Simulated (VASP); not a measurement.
# ZnO (zincite) (P6_3mc) in VASP: single point with PBE

Aim: the single point of ZnO (zincite) with PBE.

All numbers are computed with VASP 6.6.1; they aren't measurements. Logs are shortened: lines on timing, memory, paths and dates and some standing lists are left out, and cuts for length are marked.

### Step 1. The cell of the first run

It takes space group P6_3mc (No. 186, hexagonal). The conventional cell has a = 3.249 Å, b = 3.249 Å, c = 5.206 Å, α = 90.00°, β = 90.00°, γ = 120.00°. Within 2.6 Å of Zn (site symmetry 3m) lie 4 O at 1.97 to 1.98 Å. O (site symmetry 3m) has 4 Zn at 1.97 to 1.98 Å within 2.6 Å.

### Step 2. Single point, PBE

File INCAR:

```
SYSTEM = ZnO
ALGO = Normal
EDIFF = 1E-6
ENCUT = 520
GGA = PE
ISIF = 2
ISMEAR = 0
ISYM = 0
LASPH = .True.
LCHARG = .False.
LREAL = .False.
LWAVE = .False.
NBANDS = 26
NELM = 60
PREC = Accurate
SIGMA = 0.01
```

File KPOINTS:

```
Automatic mesh
0
Gamma
  6 6 3
  0.5 0.5 0
```

File POSCAR:

```
ZnO
1.0
    3.2493080000      0.0000000000      0.0000000000
   -1.6246540000      2.8139830000      0.0000000000
    0.0000000000      0.0000000000      5.2057090000
Zn O
2 2
Direct
    0.3333333333      0.6666666667      0.5000000000
    0.6666666667      0.3333333333      0.0000000000
    0.6666666667      0.3333333333      0.3790100000
    0.3333333333      0.6666666667      0.8790100000
```

Potentials or basis: VASP PAW PBE potentials, release 64 (Zn, O).

Run with:

```
> cat potpaw_PBE.64/Zn/POTCAR potpaw_PBE.64/O/POTCAR > POTCAR
> mpirun -np 1 vasp_std > vasp.out
```

OUTCAR:

```text
SYSTEM = ZnO
   EDIFF = 1E-6
   ENCUT = 520
   GGA = PE
   ISIF = 2
   ISMEAR = 0
   ISYM = 0
   LASPH = .True.
   LREAL = .False.
   NELM = 60
   PREC = Accurate

 ion  position               nearest neighbor table
   1  0.333  0.667  0.500-   4 1.97   3 1.98   3 1.98   3 1.98
   2  0.667  0.333  0.000-   3 1.97   4 1.98   4 1.98   4 1.98
   3  0.667  0.333  0.379-   2 1.97   1 1.98   1 1.98   1 1.98
   4  0.333  0.667  0.879-   1 1.97   2 1.98   2 1.98   2 1.98

IMPORTANT INFORMATION: All symmetrisations will be switched off!
NOSYMM: (Re-)initialisation of all symmetry stuff for point group C_1.

----------------------------------------------------------------------------------------

                                     Primitive cell

  volume of cell :      47.5984

  direct lattice vectors                    reciprocal lattice vectors
     3.249308000  0.000000000  0.000000000     0.307757836  0.177684087  0.000000000
    -1.624654000  2.813983000  0.000000000     0.000000000  0.355368174  0.000000000
     0.000000000  0.000000000  5.205709000     0.000000000  0.000000000  0.192096792

  length of vectors
     3.249308000  3.249307764  5.205709000     0.355368148  0.355368174  0.192096792

  position of ions in fractional coordinates (direct lattice)
     0.333333333  0.666666667  0.500000000
     0.666666667  0.333333333  0.000000000
     0.666666667  0.333333333  0.379010000
     0.333333333  0.666666667  0.879010000

  ion indices of the primitive-cell ions
   primitive index   ion index
                 1           1
                 2           2
                 3           3
                 4           4

----------------------------------------------------------------------------------------

 KPOINTS: Automatic mesh

Automatic generation of k-mesh.
 Grid dimensions read from file:
 generate k-points for:    6    6    3

 Generating k-lattice:

  Cartesian coordinates                     Fractional coordinates (reciprocal lattice)
     0.051292973  0.029614014  0.000000000     0.166666667  0.000000000  0.000000000
     0.000000000  0.059228029  0.000000000     0.000000000  0.166666667  0.000000000
     0.000000000  0.000000000  0.064032264     0.000000000  0.000000000  0.333333333

  Length of vectors
     0.059228025  0.059228029  0.064032264

  Shift w.r.t. Gamma in fractional coordinates (k-lattice)
     0.500000000  0.500000000  0.000000000

 Subroutine IBZKPT returns following result:
 ===========================================

 Found    162 irreducible k-points:

 Following reciprocal coordinates:
            Coordinates               Weight
  0.083333  0.083333  0.000000      2.000000
 -0.083333  0.166667  0.000000      2.000000
 -0.166667  0.083333  0.000000      2.000000
  0.250000  0.083333  0.000000      2.000000
 -0.083333  0.333333  0.000000      2.000000
 -0.333333  0.250000  0.000000      2.000000
[... 16 lines left out ...]
 -0.083333 -0.166667  0.000000      2.000000
  0.166667 -0.250000  0.000000      2.000000
 [... further k-points ...]
   k-points           NKPTS =    162   k-points in BZ     NKDIM =    162   number of bands    NBANDS=     26
   number of dos      NEDOS =    301   number of ions     NIONS =      4
   total plane-waves  NPLWV =  23040
   dimension x,y,z NGX =    24 NGY =   24 NGZ =   40
   dimension x,y,z NGXF=    48 NGYF=   48 NGZF=   80
   ions per type =               2   2
   NGX,Y,Z   is equivalent  to a cutoff of  12.28, 12.28, 12.77 a.u.
   NGXF,Y,Z  is equivalent  to a cutoff of  24.56, 24.56, 25.55 a.u.
 SYSTEM =  ZnO
   PREC   = accura    normal or accurate (medium, high low for compatibility)
   ISTART =      0    job   : 0-new  1-cont  2-samecut
   ICHARG =      2    charge: 1-file 2-atom 10-const
   ISPIN  =      1    spin polarized calculation?
   LNONCOLLINEAR =      F non collinear calculations
   LSORBIT =      F    spin-orbit coupling
   LASPH  =      T    aspherical Exc in radial PAW
   ENCUT  =  520.0 eV  38.22 Ry    6.18 a.u.   6.04  6.04  9.68*2*pi/ulx,y,z
   NELM   =     60;   NELMIN=  2; NELMDL= -5     # of ELM steps
   EDIFF  = 0.1E-05   stopping-criterion for ELM
   LREAL  =      F    real-space projection
   EDIFFG = 0.1E-04   stopping-criterion for IOM
   NSW    =      0    number of steps for IOM
   IBRION =     -1    ionic relax: 0-MD 1-quasi-New 2-CG
   NFREE  =      0    steps in history (QN), initial steepest desc. (CG)
   ISIF   =      2    stress and relaxation
   ISYM   =      0    0-nonsym 1-usesym 2-fastsym
   POTIM  = 0.5000    time-step for ionic-motion
   TEBEG  =    0.0;   TEEND  =   0.0 temperature during run
   PSTRESS=    0.0 pullay stress
   NELECT =      36.0000    total number of electrons
   NUPDOWN=      -1.0000    fix difference up-down
   EMIN   =  10.00;   EMAX   =-10.00  energy-range for DOS
   EFERMI =   0.00;   METHOD = LEGACY
   ISMEAR =     0;   SIGMA  =   0.01  broadening in eV -4-tet -1-fermi 0-gaus
   EFERMI_NEDOS =   21; number of points for ismear=-14 and -15
   IALGO  =     38    algorithm
   IMIX   =      4    mixing-type and parameters
     AMIX     =   0.40;   BMIX     =  1.00
     AMIX_MAG =   1.60;   BMIX_MAG =  1.00
  volume/ion in A,a.u.               =      11.90        80.30
  Fermi-wavevector in a.u.,A,eV,Ry     =   1.491574  2.818667 30.270162  2.224794
  Thomas-Fermi vector in A             =   2.604212
   LORBIT       =      0    0 simple, 1 ext, 2 COOP (PROOUT), +10 PAW based schemes
   GGA     = PE    functional components
   LHFCALC =     F    Hartree Fock is set to
   AEXX    =    0.0000 exact exchange contribution
   IVDW    =     0    specifies the selected vdW correction
   LEPSILON=     F    determine dielectric tensor
   LRPA    =     F    only Hartree local field effects (RPA)
 non-spin polarized calculation
 Gauss-broadening in eV      SIGMA  =   0.01
  energy-cutoff  :      520.00
  volume of cell :       47.60
 maximum number of plane-waves:      1293
   NGX = 13   NGY = 13   NGZ = 19

 number of electron      36.0000017 magnetization

 Free energy of the ion-electron system (eV)
  ---------------------------------------------------
  ext. energy  EPLUGINS =         0.00000000
  ---------------------------------------------------
  free energy    TOTEN  =       -17.82205231 eV

  energy without entropy =      -17.82205231  energy(sigma->0) =      -17.82205231

 E-fermi :   1.2322     XC(G=0): -10.9117

 val. band max:        1.1507600509   @ k =  -0.0833   0.0833   0.0000
 cond. band min:       2.5615741507   @ k =  -0.0833   0.0833   0.0000
 fundamental gap:      1.4108140998
 Fermi energy:         1.2321626672

 k-point     1 :       0.0833    0.0833    0.0000
  band No.  band energies     occupation
      1     -16.7769      2.00000
      2     -16.1095      2.00000
      3      -4.5941      2.00000
      4      -4.4558      2.00000
      5      -4.3835      2.00000
      6      -4.3197      2.00000
[... 18 lines left out ...]
     25      15.0908      0.00000
     26      15.8389      0.00000

 k-point     2 :      -0.0833    0.1667    0.0000
  band No.  band energies     occupation
      1     -16.7769      2.00000
      2     -16.1095      2.00000
      3      -4.5941      2.00000
      4      -4.4558      2.00000
      5      -4.3835      2.00000
      6      -4.3197      2.00000
[... 18 lines left out ...]
     25      15.0908      0.00000
     26      15.8389      0.00000

 k-point     3 :      -0.1667    0.0833    0.0000
  band No.  band energies     occupation
      1     -16.7769      2.00000
      2     -16.1095      2.00000
      3      -4.5941      2.00000
      4      -4.4558      2.00000
      5      -4.3835      2.00000
      6      -4.3197      2.00000
[... 18 lines left out ...]
     25      15.0908      0.00000
     26      15.8389      0.00000

 k-point     4 :       0.2500    0.0833    0.0000
  band No.  band energies     occupation
      1     -16.4802      2.00000
      2     -16.0095      2.00000
      3      -4.7483      2.00000
      4      -4.4276      2.00000
      5      -4.3111      2.00000
      6      -4.1549      2.00000
[... 18 lines left out ...]
     25      14.3044      0.00000
     26      15.6183      0.00000

 k-point     5 :      -0.0833    0.3333    0.0000
  band No.  band energies     occupation
      1     -16.4802      2.00000
      2     -16.0095      2.00000
      3      -4.7483      2.00000
      4      -4.4276      2.00000
      5      -4.3111      2.00000
      6      -4.1549      2.00000
[... 18 lines left out ...]
     25      14.3044      0.00000
     26      15.6183      0.00000

 k-point     6 :      -0.3333    0.2500    0.0000
  band No.  band energies     occupation
      1     -16.4802      2.00000
      2     -16.0095      2.00000
      3      -4.7483      2.00000
      4      -4.4276      2.00000
      5      -4.3111      2.00000
      6      -4.1549      2.00000
[... 427 lines left out ...]
 k-point    21 :      -0.3333   -0.0833    0.0000
  band No.  band energies     occupation
      1     -16.3190      2.00000
      2     -15.9804      2.00000
      3      -4.7475      2.00000
      4      -4.4357      2.00000
      5      -4.2727      2.00000
      6      -4.0247      2.00000
[... 18 lines left out ...]
     25      14.0565      0.00000
     26      15.3890      0.00000

 k-point    22 :      -0.2500    0.0833    0.0000
  band No.  band energies     occupation
      1     -16.6449      2.00000
      2     -16.0595      2.00000
      3      -4.6828      2.00000
      4      -4.4339      2.00000
      5      -4.3451      2.00000
      6      -4.2704      2.00000
[... 18 lines left out ...]
     25      14.5953      0.00000
     26      15.9886      0.00000

 k-point    23 :      -0.0833   -0.1667    0.0000
  band No.  band energies     occupation
      1     -16.6449      2.00000
      2     -16.0595      2.00000
      3      -4.6828      2.00000
      4      -4.4339      2.00000
      5      -4.3451      2.00000
      6      -4.2704      2.00000
[... 18 lines left out ...]
     25      14.5953      0.00000
     26      15.9886      0.00000

 k-point    24 :       0.1667   -0.2500    0.0000
  band No.  band energies     occupation
      1     -16.6449      2.00000
      2     -16.0595      2.00000
      3      -4.6828      2.00000
      4      -4.4339      2.00000
      5      -4.3451      2.00000
      6      -4.2704      2.00000
[... 18 lines left out ...]
     25      14.5953      0.00000
     26      15.9886      0.00000

 [... further k-points ...]
[... 5 lines left out ...]
  --------------------------------------------------------------------------------------
  -------------------------------------------------------------------------------------
  Total        1.6107521      1.6106693      2.1377647     -0.0000748      0.0000003     -0.0000000
  in kB       54.2184442     54.2156575     71.9578597     -0.0025163      0.0000106     -0.0000002
  external PRESSURE =      60.1306538 kB  Pullay stress =       0.0000000 kB

 VOLUME and BASIS-vectors are now :
 -----------------------------------------------------------------------------
  energy-cutoff  :      520.00
  volume of cell :       47.60
      direct lattice vectors                 reciprocal lattice vectors
     3.249308000  0.000000000  0.000000000     0.307757836  0.177684087  0.000000000
    -1.624654000  2.813983000  0.000000000     0.000000000  0.355368174  0.000000000
     0.000000000  0.000000000  5.205709000     0.000000000  0.000000000  0.192096792

 POSITION                                       TOTAL-FORCE (eV/Angst)
 -----------------------------------------------------------------------------------
     -0.00000      1.87599      2.60285        -0.000001      0.000001     -0.075269
      1.62465      0.93799      0.00000         0.000002      0.000000     -0.075269
      1.62465      0.93799      1.97302         0.000008     -0.000004      0.075267
     -0.00000      1.87599      4.57587        -0.000008      0.000003      0.075270
 -----------------------------------------------------------------------------------
    total drift:                                0.000000     -0.000000     -0.000195

  FREE ENERGIE OF THE ION-ELECTRON SYSTEM (eV)
  ---------------------------------------------------
  free  energy   TOTEN  =       -17.8220523091 eV

  energy  without entropy=      -17.8220523091  energy(sigma->0) =      -17.82205231
```

It took 73 s on 1 thread of Intel Xeon 6975P-C (Granite Rapids), shared host; peak memory 0.28 GiB.

Results:

| Item | Value |
| --- | --- |
| Free energy | -17.8221 eV |
| Pressure | 6.0 GPa |
| Largest force | 0.075 eV/Å |
| Band gap on the k mesh | 1.41 eV, direct |

Forces on the atoms (eV/Å):
```
Zn   0.000  0.000 -0.075
Zn   0.000  0.000 -0.075
O    0.000  0.000  0.075
O    0.000  0.000  0.075
```
